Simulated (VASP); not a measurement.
Input of a VASP 6.6.1 run:

Contents of INCAR:

```
SYSTEM = Cd3HgTe4
PREC     = Accurate       ! precision mode
ENCUT    = 520            ! plane-wave cutoff, eV
EDIFF    = 1E-6           ! SCF threshold, eV
ISMEAR   = 0              ! smearing method
SIGMA    = 0.2            ! smearing width, eV
LREAL    = .FALSE.        ! projectors in reciprocal space
LASPH    = .TRUE.         ! aspherical terms in the spheres
NELM     = 60             ! most SCF steps
ALGO     = Normal         ! electronic algorithm
ISIF     = 2              ! what is computed and relaxed
LWAVE    = .FALSE.        ! write WAVECAR
LCHARG   = .TRUE.         ! write CHGCAR
GGA      = PE             ! functional
LELF     = .TRUE.         ! ELF
LVHAR    = .TRUE.       
NBANDS   = 46             ! bands
```

The input KPOINTS:

```
Automatic mesh
0
G
  4 4 4
  0 0 0
```

File POSCAR:

```
Cd3HgTe4
1.0
    6.6147038049     -0.0134700456      0.0181776073
   -0.0137815428      6.6305718109     -0.0025929008
    0.0190698711     -0.0025647703      6.6288123547
Cd Hg Te
3 1 4
Direct
   -0.0001722122      0.5003994669      0.4998891279
    0.4999062650      0.0025341894      0.4993684477
    0.5000930046      0.5007431068     -0.0022642116
    0.0000605490     -0.0011592833      0.0011993210
    0.7484010498      0.7481595676      0.2515988087
    0.7502668278      0.2494012350      0.7504032660
    0.2508233542      0.7491343223      0.7491969410
    0.2506211618      0.2507873954      0.2506082994
```

Potentials or basis: VASP PAW PBE potentials, release 64 (Cd, Hg, Te).

The run is started by

```bash
$ cat potpaw_PBE.64/Cd/POTCAR potpaw_PBE.64/Hg/POTCAR potpaw_PBE.64/Te/POTCAR > POTCAR
$ mpirun -np 1 vasp_std > vasp.out
```

What does it give for the pressure?

0.1 GPa.

What does it give for the band gap on the k mesh?

0.17 eV, direct.

Stress tensor (GPa, compression positive):
```
 0.16  0.06 -0.08
 0.06  0.12  0.02
-0.08  0.02  0.12
```

Caveat: spin-orbit coupling is left out, which moves the levels of the heavy elements.
